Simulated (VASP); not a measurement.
# KF in VASP: further runs

The runs below take KF through electric field gradients, with PBEsol.

All numbers are computed with VASP 6.6.1; they aren't measurements. Logs are shortened: lines on timing, memory, paths and dates and some standing lists are left out, and cuts for length are marked.

## 1. The cell of the first run

It takes space group R-3m (No. 166, trigonal). The conventional cell has a = 3.762 Å, b = 3.762 Å, c = 9.354 Å, α = 90.00°, β = 90.00°, γ = 120.00°. Within 3.5 Å of K (site symmetry -3m) lie 6 F at 2.67 Å. F (site symmetry -3m) has 6 K at 2.67 Å within 3.5 Å.

## 2. Electric field gradients, PBEsol (equal xy, yz and zx shear strains of +1 %)

Input file INCAR:

```
SYSTEM = KF
PREC = Accurate
ENCUT = 520
EDIFF = 1E-8
ISMEAR = -1
SIGMA = 0.01
LREAL = .False.
LASPH = .True.
NELM = 80
ALGO = Normal
ISIF = 2
LWAVE = .False.
LCHARG = .False.
GGA = PS
LEFG = .True.
NBANDS = 15
```

Input file KPOINTS:

```
Automatic mesh
0
Gamma
  9 9 9
  0 0 0
```

Input file POSCAR:

```
KF
1.0
    0.0267350000      2.6868675000      2.6868675000
    2.6868675000      0.0267350000      2.6868675000
    2.6868675000      2.6868675000      0.0267350000
K F
1 1
Direct
    0.0000000000      0.0000000000      0.0000000000
    0.5000000000      0.5000000000      0.5000000000
```

Potentials or basis: VASP PAW PBE potentials, release 64 (K_sv, F).

Launch:

```console
> cat potpaw_PBE.64/K_sv/POTCAR potpaw_PBE.64/F/POTCAR > POTCAR
> mpirun -np 1 vasp_std > vasp.out
```

OUTCAR:

```text
SYSTEM = KF
   PREC = Accurate
   ENCUT = 520
   EDIFF = 1E-8
   ISMEAR = -1
   LREAL = .False.
   LASPH = .True.
   NELM = 80
   ISIF = 2
   GGA = PS

 ion  position               nearest neighbor table
   1  0.000  0.000  0.000-   2 2.67   2 2.67   2 2.67   2 2.67   2 2.67   2 2.67
   2  0.500  0.500  0.500-   1 2.67   1 2.67   1 2.67   1 2.67   1 2.67   1 2.67

  LATTYP: Found a trigonal (rhomboedric) cell.
 ALAT       =     3.7998985099
 COS(alpha) =     0.5099250056

  Lattice vectors:

 A1 = (   0.0267350000,   2.6868675000,   2.6868675000)
 A2 = (   2.6868675000,   0.0267350000,   2.6868675000)
 A3 = (   2.6868675000,   2.6868675000,   0.0267350000)

Analysis of symmetry for initial positions (statically):
=====================================================================
 Subroutine PRICEL returns:
 Original cell was already a primitive cell.

 Routine SETGRP: Setting up the symmetry group for a
 trigonal (rhombohedral) supercell.

 Subroutine GETGRP returns: Found 12 space group operations
 (whereof 12 operations were pure point group operations)
 out of a pool of 12 trial point group operations.

The static configuration has the point symmetry D_3d.

Analysis of symmetry for dynamics (positions and initial velocities):
=====================================================================
 Subroutine PRICEL returns:
 Original cell was already a primitive cell.

 Routine SETGRP: Setting up the symmetry group for a
 trigonal (rhombohedral) supercell.

 Subroutine GETGRP returns: Found 12 space group operations
 (whereof 12 operations were pure point group operations)
 out of a pool of 12 trial point group operations.

The dynamic configuration has the point symmetry D_3d.

 Subroutine INISYM returns: Found 12 space group operations
 (whereof 12 operations are pure point group operations),
 and found     1 'primitive' translations

----------------------------------------------------------------------------------------

                                     Primitive cell

  volume of cell :      38.2154

  direct lattice vectors                    reciprocal lattice vectors
     0.026735000  2.686867500  2.686867500    -0.188891060  0.187030064  0.187030064
     2.686867500  0.026735000  2.686867500     0.187030064 -0.188891060  0.187030064
     2.686867500  2.686867500  0.026735000     0.187030064  0.187030064 -0.188891060

  length of vectors
     3.799898510  3.799898510  3.799898510     0.325023572  0.325023572  0.325023572

  position of ions in fractional coordinates (direct lattice)
     0.000000000  0.000000000  0.000000000
     0.500000000  0.500000000  0.500000000

  ion indices of the primitive-cell ions
   primitive index   ion index
                 1           1
                 2           2

----------------------------------------------------------------------------------------

 KPOINTS: Automatic mesh

Automatic generation of k-mesh.
 Grid dimensions read from file:
 generate k-points for:    9    9    9

 Generating k-lattice:

  Cartesian coordinates                     Fractional coordinates (reciprocal lattice)
    -0.020987896  0.020781118  0.020781118     0.111111111  0.000000000  0.000000000
     0.020781118 -0.020987896  0.020781118     0.000000000  0.111111111  0.000000000
     0.020781118  0.020781118 -0.020987896     0.000000000  0.000000000  0.111111111

  Length of vectors
     0.036113730  0.036113730  0.036113730

  Shift w.r.t. Gamma in fractional coordinates (k-lattice)
     0.000000000  0.000000000  0.000000000

 Subroutine IBZKPT returns following result:
 ===========================================

 Found     85 irreducible k-points:

 Following reciprocal coordinates:
            Coordinates               Weight
  0.000000  0.000000  0.000000      1.000000
  0.111111 -0.000000 -0.000000      6.000000
  0.222222  0.000000 -0.000000      6.000000
  0.333333  0.000000 -0.000000      6.000000
  0.444444  0.000000 -0.000000      6.000000
  0.111111  0.111111 -0.000000      6.000000
[... 16 lines left out ...]
 -0.333333  0.333333  0.000000      6.000000
  0.444444  0.444444  0.000000      6.000000
 [... further k-points ...]
   k-points           NKPTS =     85   k-points in BZ     NKDIM =     85   number of bands    NBANDS=     15
   number of dos      NEDOS =    301   number of ions     NIONS =      2
   total plane-waves  NPLWV =  21952
   dimension x,y,z NGX =    28 NGY =   28 NGZ =   28
   dimension x,y,z NGXF=    56 NGYF=   56 NGZF=   56
   ions per type =               1   1
   NGX,Y,Z   is equivalent  to a cutoff of  12.25, 12.25, 12.25 a.u.
   NGXF,Y,Z  is equivalent  to a cutoff of  24.50, 24.50, 24.50 a.u.
 SYSTEM =  KF
   PREC   = accura    normal or accurate (medium, high low for compatibility)
   ISTART =      0    job   : 0-new  1-cont  2-samecut
   ICHARG =      2    charge: 1-file 2-atom 10-const
   ISPIN  =      1    spin polarized calculation?
   LNONCOLLINEAR =      F non collinear calculations
   LSORBIT =      F    spin-orbit coupling
   LASPH  =      T    aspherical Exc in radial PAW
   ENCUT  =  520.0 eV  38.22 Ry    6.18 a.u.   7.07  7.07  7.07*2*pi/ulx,y,z
   NELM   =     80;   NELMIN=  2; NELMDL= -5     # of ELM steps
   EDIFF  = 0.1E-07   stopping-criterion for ELM
   LREAL  =      F    real-space projection
   EDIFFG = 0.1E-06   stopping-criterion for IOM
   NSW    =      0    number of steps for IOM
   IBRION =     -1    ionic relax: 0-MD 1-quasi-New 2-CG
   NFREE  =      0    steps in history (QN), initial steepest desc. (CG)
   ISIF   =      2    stress and relaxation
   ISYM   =      2    0-nonsym 1-usesym 2-fastsym
   POTIM  = 0.5000    time-step for ionic-motion
   TEBEG  =    0.0;   TEEND  =   0.0 temperature during run
   PSTRESS=    0.0 pullay stress
   NELECT =      16.0000    total number of electrons
   NUPDOWN=      -1.0000    fix difference up-down
   EMIN   =  10.00;   EMAX   =-10.00  energy-range for DOS
   EFERMI =   0.00;   METHOD = LEGACY
   ISMEAR =    -1;   SIGMA  =   0.01  broadening in eV -4-tet -1-fermi 0-gaus
   EFERMI_NEDOS =   21; number of points for ismear=-14 and -15
   IALGO  =     38    algorithm
   IMIX   =      4    mixing-type and parameters
     AMIX     =   0.40;   BMIX     =  1.00
     AMIX_MAG =   1.60;   BMIX_MAG =  1.00
  volume/ion in A,a.u.               =      19.11       128.95
  Fermi-wavevector in a.u.,A,eV,Ry     =   1.224716  2.314378 20.407783  1.499930
  Thomas-Fermi vector in A             =   2.359781
   LORBIT       =      0    0 simple, 1 ext, 2 COOP (PROOUT), +10 PAW based schemes
   GGA     = PS    functional components
   LHFCALC =     F    Hartree Fock is set to
   AEXX    =    0.0000 exact exchange contribution
   IVDW    =     0    specifies the selected vdW correction
   LEPSILON=     F    determine dielectric tensor
   LRPA    =     F    only Hartree local field effects (RPA)
 non-spin polarized calculation
  energy-cutoff  :      520.00
  volume of cell :       38.22
 maximum number of plane-waves:      1040
   NGX = 15   NGY = 15   NGZ = 15

 number of electron      16.0000002 magnetization

 Free energy of the ion-electron system (eV)
  ---------------------------------------------------
  ext. energy  EPLUGINS =         0.00000000
  ---------------------------------------------------
  free energy    TOTEN  =        -8.51891032 eV

  energy without entropy =       -8.51891032  energy(sigma->0) =       -8.51891032

 E-fermi :  -2.6995     XC(G=0):  -8.6002

 val. band max:       -2.9064332309   @ k =   0.0000   0.0000   0.0000
 cond. band min:       3.1088734805   @ k =   0.0000   0.0000   0.0000
 fundamental gap:      6.0153067114
 Fermi energy:        -2.6994707026

 k-point     1 :       0.0000    0.0000    0.0000
  band No.  band energies     occupation
      1     -28.8826      2.00000
      2     -21.4390      2.00000
      3     -12.1999      2.00000
      4     -12.1929      2.00000
      5     -12.1929      2.00000
      6      -2.9216      2.00000
      7      -2.9064      2.00000
      8      -2.9064      2.00000
      9       3.1089      0.00000
     10       7.6173      0.00000
     11       7.7680      0.00000
     12       7.7680      0.00000
     13       9.3911      0.00000
     14       9.3911      0.00000
[... 401 lines left out ...]
      2     -21.4589      2.00000
      3     -12.7376      2.00000
      4     -12.4099      2.00000
      5     -12.3994      2.00000
      6      -3.1619      2.00000
      7      -2.9750      2.00000
      8      -2.9631      2.00000
      9       5.2359      0.00000
     10       7.0847      0.00000
     11       8.8458      0.00000
     12      10.6282      0.00000
     13      11.1480      0.00000
     14      11.1618      0.00000
     15      13.1441      0.00000

 [... further k-points ...]

------------------------ aborting loop because EDIFF is reached ----------------------------------------

  FORCE on cell =-STRESS in cart. coord.  units (eV):
  Direction    XX          YY          ZZ          XY          YZ          ZX
  --------------------------------------------------------------------------------------
  -------------------------------------------------------------------------------------
  Total       -0.1622816     -0.1622816     -0.1622816     -0.0335141     -0.0335141     -0.0335141
  in kB       -6.8036477     -6.8036477     -6.8036477     -1.4050780     -1.4050780     -1.4050780
  external PRESSURE =      -6.8036477 kB  Pullay stress =       0.0000000 kB

 VOLUME and BASIS-vectors are now :
 -----------------------------------------------------------------------------
  energy-cutoff  :      520.00
  volume of cell :       38.22
      direct lattice vectors                 reciprocal lattice vectors
     0.026735000  2.686867500  2.686867500    -0.188891060  0.187030064  0.187030064
     2.686867500  0.026735000  2.686867500     0.187030064 -0.188891060  0.187030064
     2.686867500  2.686867500  0.026735000     0.187030064  0.187030064 -0.188891060

 POSITION                                       TOTAL-FORCE (eV/Angst)
 -----------------------------------------------------------------------------------
      0.00000      0.00000      0.00000        -0.000000      0.000000     -0.000000
      2.70024      2.70024      2.70024         0.000000     -0.000000      0.000000
 -----------------------------------------------------------------------------------
    total drift:                                0.000000      0.000000      0.000000

  FREE ENERGIE OF THE ION-ELECTRON SYSTEM (eV)
  ---------------------------------------------------
  free  energy   TOTEN  =        -8.5189103174 eV

  energy  without entropy=       -8.5189103174  energy(sigma->0) =       -8.51891032

 Electric field gradients (V/A^2)
---------------------------------------------------------------------
 ion       V_xx      V_yy      V_zz      V_xy      V_xz      V_yz
---------------------------------------------------------------------
   1       0.000     0.000     0.000    -1.001    -1.001    -1.001
   2       0.000    -0.000    -0.000     0.346     0.346     0.346
---------------------------------------------------------------------

 Electric field gradients after diagonalization (V/A^2)
 (convention: |V_zz| > |V_xx| > |V_yy|)
----------------------------------------------------------------------
 ion       V_xx      V_yy      V_zz     asymmetry (V_yy - V_xx)/ V_zz
----------------------------------------------------------------------
   1       1.001     1.001    -2.001       0.000
   2      -0.346    -0.346     0.692       0.000
----------------------------------------------------------------------

           NMR quadrupolar parameters

 Cq : quadrupolar parameter    Cq=e*Q*V_zz/h
 eta: asymmetry parameters     (V_yy - V_xx)/ V_zz
 Q  : nuclear electric quadrupole moment in mb (millibarn)
----------------------------------------------------------------------
 ion       Cq(MHz)       eta       Q (mb)
----------------------------------------------------------------------
   1      -0.005       0.000       1.000
   2       0.002       0.000       1.000
----------------------------------------------------------------------
```

Run time: 43 s. Hardware: 1 thread of Intel Xeon Platinum 8488C (Sapphire Rapids), shared host; peak memory 0.18 GiB.

What came out:

```yaml
Free_energy: -8.5189 eV
Pressure: -0.7 GPa
Band_gap_on_the_k_mesh: 6.02 eV
Largest_electric_field_gradient_by_atom: K -2.0; F +0.7 V/Å²
```

Electric field gradients, principal values (V/Å²):
```
atom   least  middle  greatest (by size)
 1 K   1.001   1.001              -2.001
 2 F  -0.346  -0.346               0.692
```

Caveat: the cell differs from its parent crystal (equal xy, yz and zx shear strains of +1 %); without QUAD_EFG the Cq values of the log hold for a quadrupole moment of 1 mb, not for the nuclei; the PAW data sets were made with another functional, which shifts forces and pressure a little; an odd mesh through Γ misses points on the zone boundary, where band edges can lie.

(Continued in part 2 of 3.)
